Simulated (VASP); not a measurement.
# AlN in VASP: settings compared, part 2 of 2

VASP 6.6.1. The steps go on from the part before.

### Step 4. Single point, PBE (epitaxial 111 strain +0.4%)

The input, INCAR:

```
PREC     = Accurate       # precision mode
ENCUT    = 520            # plane-wave cutoff, eV
EDIFF    = 1E-7           # SCF threshold, eV
ISMEAR   = -1             # smearing method
SIGMA    = 0.02           # smearing width, eV
LREAL    = F              # projectors in reciprocal space
LASPH    = T              # aspherical terms in the spheres
NELM     = 100            # most SCF steps
ALGO     = Normal         # electronic algorithm
ISIF     = 2              # what is computed and relaxed
LWAVE    = F              # write WAVECAR
LCHARG   = F              # write CHGCAR
GGA      = PE             # functional
NBANDS   = 11             # bands
```

The input, KPOINTS:

```
Automatic mesh
0
Gamma
  10 10 10
```

The input, POSCAR:

```
AlN
1.0
   -0.0056214455      2.0207168131      2.0207168131
    2.0207168131     -0.0056214455      2.0207168131
    2.0207168131      2.0207168131     -0.0056214455
Al N
1 1
Direct
    0.0000000000      0.0000000000      0.0000000000
    0.5000000000      0.5000000000      0.5000000000
```

Command:

```
$ cat potpaw_PBE.64/Al/POTCAR potpaw_PBE.64/N/POTCAR > POTCAR
$ mpirun -np 1 vasp_std > vasp.out
```

It took 17 s on 1 thread of AMD EPYC 7R13 (Zen 3), shared host; peak memory 0.11 GiB.

Results (log left out):

* Free energy: -14.5418 eV
* Pressure: 4.2 GPa
* Band gap on the k mesh: 4.54 eV (least direct gap 5.60 eV)

Stress tensor (GPa, compression positive):
```
4.24 0.87 0.87
0.87 4.24 0.87
0.87 0.87 4.24
```

Levels at points of the mesh, in eV from the valence-band top:
| k point | band 1 | band 2 | band 3 | band 4 | band 5 | band 6 | band 7 | band 8 | band 9 |
| --- | --- | --- | --- | --- | --- | --- | --- | --- | --- |
| (0.00, 0.00, 0.00) | -17.57 | -0.06 | -0.06 | 0.00 | 5.60 | 12.08 | 12.08 | 12.21 | 17.25 |
| (0.50, 0.00, 0.00) | -14.32 | -8.33 | -1.12 | -1.08 | 6.10 | 10.94 | 10.99 | 13.21 | 16.04 |
| (0.50, 0.50, 0.00) | -13.34 | -7.40 | -2.86 | -2.80 | 4.54 | 5.27 | 13.98 | 17.15 | 17.18 |
| (0.50, 0.50, 0.50) | -14.29 | -8.29 | -1.14 | -1.14 | 6.02 | 10.87 | 10.87 | 13.26 | 15.98 |

Caveat: the cell differs from its parent crystal (epitaxial 111 strain +0.4%); the cell stands under pressure. A k mesh can miss the band edges.

### Step 5. Single point, r2SCAN (epitaxial 111 strain +0.4%)

POSCAR is that of step 4.

The input, INCAR.step1:

```
PREC = Accurate
ENCUT = 520
ISMEAR = 0
SIGMA = 0.01
LREAL = False
LASPH = True
NELM = 80
NBANDS = 11
GGA = PE
ALGO = Normal
EDIFF = 1E-4
LWAVE = True
LCHARG = False
```

The input, INCAR.step2:

```
PREC = Accurate
ENCUT = 520
EDIFF = 1E-6
ISMEAR = 0
SIGMA = 0.01
LREAL = False
LASPH = True
NELM = 80
ALGO = Normal
ISIF = 2
LWAVE = False
LCHARG = True
METAGGA = R2SCAN
LMIXTAU = True
LELF = True
LVHAR = True
NBANDS = 11
ISTART = 1
```

KPOINTS is that of step 4.

Command:

```
$ cat potpaw_PBE.64/Al/POTCAR potpaw_PBE.64/N/POTCAR > POTCAR
$ cp INCAR.step1 INCAR
$ mpirun -np 1 vasp_std > vasp.out
$ cp INCAR.step2 INCAR
$ mpirun -np 1 vasp_std > vasp.out
```

It took 73 s on 1 thread of AMD EPYC 7R13 (Zen 3), shared host; peak memory 0.12 GiB.

It converged, with:

| Quantity | Value |
| --- | --- |
| Free energy | -18.8954 eV |
| Pressure | -2.7 GPa |
| Band gap on the k mesh | 5.41 eV (least direct gap 6.43 eV) |

Stress tensor (GPa, compression positive):
```
-2.68  0.93  0.93
 0.93 -2.68  0.93
 0.93  0.93 -2.68
```

Levels at points of the mesh, in eV from the valence-band top:
```tsv
k point	band 2	band 3	band 4	band 5	band 6	band 7
(0.00, 0.00, 0.00)	-0.06	-0.06	0.00	6.43	12.82	12.82
(0.50, 0.00, 0.00)	-8.47	-1.20	-1.16	6.87	11.84	11.89
(0.50, 0.50, 0.00)	-7.57	-2.96	-2.90	5.41	5.95	15.30
(0.50, 0.50, 0.50)	-8.43	-1.22	-1.22	6.79	11.77	11.77
```

Caveat: the cell differs from its parent crystal (epitaxial 111 strain +0.4%); the PAW data sets were made with another functional, which shifts forces and pressure a little.

### Step 6. Single point, HSE06 (strain -4.9%)

The input, POSCAR:

```
AlN
1.0
    0.0000000000      1.9205495521      1.9205495521
    1.9205495521      0.0000000000      1.9205495521
    1.9205495521      1.9205495521      0.0000000000
Al N
1 1
Direct
    0.0000000000      0.0000000000      0.0000000000
    0.5000000000      0.5000000000      0.5000000000
```

The input, INCAR.step1:

```
ALGO = Normal
EDIFF = 1E-5
ENCUT = 520
GGA = PE
ISIF = 2
ISMEAR = 0
LASPH = True
LREAL = False
LWAVE = True
NBANDS = 11
NELM = 60
PREC = Accurate
SIGMA = 0.01
```

The input, INCAR.step2:

```
ALGO = Normal
EDIFF = 1E-7
ENCUT = 520
GGA = PE
HFSCREEN = 0.2079
ISIF = 2
ISMEAR = 0
ISTART = 1
LASPH = True
LCHARG = True
LELF = True
LHFCALC = True
LREAL = False
LVHAR = True
LWAVE = False
NBANDS = 11
NELM = 60
PREC = Accurate
PRECFOCK = Normal
SIGMA = 0.01
```

The input, KPOINTS:

```
k-points
0
Gamma
  8 8 8
```

Potentials or basis: VASP PAW PBE potentials, release 64 (Al, N).

Command:

```
$ cat potpaw_PBE.64/Al/POTCAR potpaw_PBE.64/N/POTCAR > POTCAR
$ cp INCAR.step1 INCAR
$ mpirun -np 1 vasp_std > vasp.out
$ cp INCAR.step2 INCAR
$ mpirun -np 1 vasp_std > vasp.out
```

OUTCAR:

```text
EDIFF = 1E-7
   ENCUT = 520
   GGA = PE
   HFSCREEN = 0.2079
   ISIF = 2
   ISMEAR = 0
   ISTART = 1
   LASPH = True
   LHFCALC = True
   LREAL = False
   NELM = 60
   PREC = Accurate
   PRECFOCK = Normal

 ion  position               nearest neighbor table
   1  0.000  0.000  0.000-   2 1.92   2 1.92   2 1.92   2 1.92   2 1.92   2 1.92
   2  0.500  0.500  0.500-   1 1.92   1 1.92   1 1.92   1 1.92   1 1.92   1 1.92

  LATTYP: Found a face centered cubic cell.
 ALAT       =     3.8410991042

  Lattice vectors:

 A1 = (   0.0000000000,   1.9205495521,   1.9205495521)
 A2 = (   1.9205495521,   0.0000000000,   1.9205495521)
 A3 = (   1.9205495521,   1.9205495521,   0.0000000000)

Analysis of symmetry for initial positions (statically):
=====================================================================
 Subroutine PRICEL returns:
 Original cell was already a primitive cell.

 Routine SETGRP: Setting up the symmetry group for a
 face centered cubic supercell.

 Subroutine GETGRP returns: Found 48 space group operations
 (whereof 48 operations were pure point group operations)
 out of a pool of 48 trial point group operations.

The static configuration has the point symmetry O_h .

Analysis of symmetry for dynamics (positions and initial velocities):
=====================================================================
 Subroutine PRICEL returns:
 Original cell was already a primitive cell.

 Routine SETGRP: Setting up the symmetry group for a
 face centered cubic supercell.

 Subroutine GETGRP returns: Found 48 space group operations
 (whereof 48 operations were pure point group operations)
 out of a pool of 48 trial point group operations.

The dynamic configuration has the point symmetry O_h .

[... 123 lines left out ...]
   GGA     = PE    functional components
   LHFCALC =     T    Hartree Fock is set to
   PRECFOCK=normal    Normal, Fast or Accurate (Low or Medium for compatibility)
   ENCUT4O =  -1.0   cutoff for four orbital integrals eV
   NKREDX  =     1    reduce k-point grid by
   NKREDY  =     1    reduce k-point grid by
   NKREDZ  =     1    reduce k-point grid by
   AEXX    =    0.2500 exact exchange contribution
   HFSCREEN=    0.2079 screening length (either q_TF or 0.3 A-1)
   HFSCREENC=   0.2079 screening length for correlation (either q_TF or 0.3 A-1)
   ENCUTFOCK=  -1.0 apply spherical cutoff to Coloumb kernel
   IVDW    =     0    specifies the selected vdW correction
   LEPSILON=     F    determine dielectric tensor
   LRPA    =     F    only Hartree local field effects (RPA)
 non-spin polarized calculation
 Gauss-broadening in eV      SIGMA  =   0.01
  energy-cutoff  :      520.00
  volume of cell :       14.17
 maximum number of plane-waves:       392
  NGX = 16; NGY = 16; NGZ = 16

 number of electron       7.9999997 magnetization

 Free energy of the ion-electron system (eV)
  ---------------------------------------------------
  ext. energy  EPLUGINS =         0.00000000
  ---------------------------------------------------
  free energy    TOTEN  =       -16.80348350 eV

  energy without entropy =      -16.80348350  energy(sigma->0) =      -16.80348350

 E-fermi :  11.3226     XC(G=0): -10.6279

 val. band max:       11.1848297720   @ k =   0.0000   0.0000   0.0000
 cond. band min:      17.5518941119   @ k =   0.5000   0.5000   0.0000
 fundamental gap:      6.3670643399
 Fermi energy:        11.3225586714

 k-point     1 :       0.0000    0.0000    0.0000
  band No.  band energies     occupation
      1      -9.5848      2.00000
      2      11.1848      2.00000
      3      11.1848      2.00000
      4      11.1848      2.00000
      5      20.9857      0.00000
      6      25.5666      0.00000
      7      25.5666      0.00000
      8      25.5666      0.00000
      9      31.2116      0.00000
     10      32.1703      0.00000
     11      32.1703      0.00000
[... 309 lines left out ...]
 k-point    24 :      -0.3750    0.2500    0.1250
  band No.  band energies     occupation
      1      -4.7787      2.00000
      2       2.1195      2.00000
      3       6.5671      2.00000
      4       8.6522      2.00000
      5      22.3598      0.00000
      6      22.7583      0.00000
      7      27.2528      0.00000
      8      27.5495      0.00000
      9      33.2565      0.00000
     10      34.7947      0.00000
     11      38.0107      0.00000

 [... further k-points ...]
[... 5 lines left out ...]
  --------------------------------------------------------------------------------------
  -------------------------------------------------------------------------------------
  Total        4.7515602      4.7515602      4.7515602      0.0000000      0.0000000     -0.0000000
  in kB      537.3289939    537.3289939    537.3289939      0.0000000      0.0000000     -0.0000000
  external PRESSURE =     537.3289939 kB  Pullay stress =       0.0000000 kB

 VOLUME and BASIS-vectors are now :
 -----------------------------------------------------------------------------
  energy-cutoff  :      520.00
  volume of cell :       14.17
      direct lattice vectors                 reciprocal lattice vectors
     0.000000000  1.920549552  1.920549552    -0.260342150  0.260342150  0.260342150
     1.920549552  0.000000000  1.920549552     0.260342150 -0.260342150  0.260342150
     1.920549552  1.920549552  0.000000000     0.260342150  0.260342150 -0.260342150

 POSITION                                       TOTAL-FORCE (eV/Angst)
 -----------------------------------------------------------------------------------
      0.00000      0.00000      0.00000        -0.000000     -0.000000     -0.000000
      1.92055      1.92055      1.92055         0.000000      0.000000      0.000000
 -----------------------------------------------------------------------------------
    total drift:                                0.000012      0.000015      0.000015

  FREE ENERGIE OF THE ION-ELECTRON SYSTEM (eV)
  ---------------------------------------------------
  free  energy   TOTEN  =       -16.8034835007 eV

  energy  without entropy=      -16.8034835007  energy(sigma->0) =      -16.80348350
```

OUTCAR.step1:

```text
EDIFF = 1E-5
   ENCUT = 520
   GGA = PE
   ISIF = 2
   ISMEAR = 0
[... 557 lines left out ...]
 -----------------------------------------------------------------------------------
      0.00000      0.00000      0.00000        -0.000000      0.000000     -0.000000
      1.92055      1.92055      1.92055         0.000000     -0.000000      0.000000
 -----------------------------------------------------------------------------------
    total drift:                                0.000000      0.000000      0.000000

  FREE ENERGIE OF THE ION-ELECTRON SYSTEM (eV)
  ---------------------------------------------------
  free  energy   TOTEN  =       -14.0986254603 eV

  energy  without entropy=      -14.0986254603  energy(sigma->0) =      -14.09862546
```

OSZICAR.step1:

```text
N       E                     dE             d eps       ncg     rms          rms(c)
DAV:   1     0.105881022595E+02    0.10588E+02   -0.39995E+03   654   0.624E+02
DAV:   2    -0.153735953793E+02   -0.25962E+02   -0.25168E+02   770   0.145E+02
DAV:   3    -0.160216283229E+02   -0.64803E+00   -0.64734E+00   766   0.208E+01
DAV:   4    -0.160239981565E+02   -0.23698E-02   -0.23697E-02   707   0.134E+00
DAV:   5    -0.160240166485E+02   -0.18492E-04   -0.18492E-04   764   0.112E-01    0.835E+00
DAV:   6    -0.141443331175E+02    0.18797E+01   -0.68636E+00   686   0.149E+01    0.314E+00
DAV:   7    -0.141039781066E+02    0.40355E-01   -0.29903E-01   733   0.374E+00    0.200E+00
DAV:   8    -0.140989412943E+02    0.50368E-02   -0.14644E-02   677   0.105E+00    0.408E-01
DAV:   9    -0.140985880596E+02    0.35323E-03   -0.12209E-03   737   0.230E-01    0.187E-01
DAV:  10    -0.140986340424E+02   -0.45983E-04   -0.15646E-04   716   0.873E-02    0.710E-02
DAV:  11    -0.140986254603E+02    0.85820E-05   -0.28830E-05   498   0.325E-02
   1 F= -.14098625E+02 E0= -.14098625E+02  d E =-.265415-106
```

It took 15 min on 1 thread of AMD EPYC 7R13 (Zen 3), shared host; peak memory 0.21 GiB.

What came out:

- Free energy: -16.8035 eV
- Pressure: 53.7 GPa
- Band gap on the k mesh: 6.37 eV (least direct gap 9.80 eV)

Levels at points of the mesh, in eV from the valence-band top:
```csv
k point,band 2,band 3,band 4,band 5,band 6,band 7
"(0.00, 0.00, 0.00)",0.00,0.00,0.00,9.80,14.38,14.38
"(0.50, 0.00, 0.00)",-10.12,-1.50,-1.50,8.65,13.99,13.99
"(0.50, 0.50, 0.00)",-9.18,-3.50,-3.50,6.37,7.70,18.37
```

Caveat: the cell differs from its parent crystal (strain -4.9%); the cell stands under pressure; the PAW data sets were made with another functional, which shifts forces and pressure a little. A k mesh can miss the band edges.

### Step 7. Summary

| level | cell | k mesh | smearing | grid for exact exchange (PRECFOCK) | share of exact exchange | screening parameter | gap on the mesh (eV) | pressure (GPa) |
| --- | --- | --- | --- | --- | --- | --- | --- | --- |
| PBE | a = 2.716 Å, angles 60.0°, 2 atoms | 10 × 10 × 10 | fermi-dirac 0.02 eV | - | - | - | 4.99 | 61.5 |
| r2SCAN | a = 2.716 Å, angles 60.0°, 2 atoms | 10 × 10 × 10 | gaussian 0.01 eV | - | - | - | 5.68 | 54.5 |
| PBE | a = 2.858 Å, angles 60.2°, 2 atoms | 10 × 10 × 10 | fermi-dirac 0.02 eV | - | - | - | 4.54 | 4.2 |
| r2SCAN | a = 2.858 Å, angles 60.2°, 2 atoms | 10 × 10 × 10 | gaussian 0.01 eV | - | - | - | 5.41 | -2.7 |
| HSE06 | a = 2.716 Å, angles 60.0°, 2 atoms | 8 × 8 × 8 | gaussian 0.01 eV | Normal | 0.25 | 0.2079 1/Å | 6.37 | 53.7 |

Alike in all rows: task single point; potentials or basis VASP PAW PBE potentials, release 64 (Al, N); no spin polarisation; cutoff (eV) 520.

Caveats: the cell stands under pressure (at least some runs); the PAW data sets were made with another functional, which shifts forces and pressure a little (at least some runs).

Absolute energies hang on the potentials; compare differences alone.
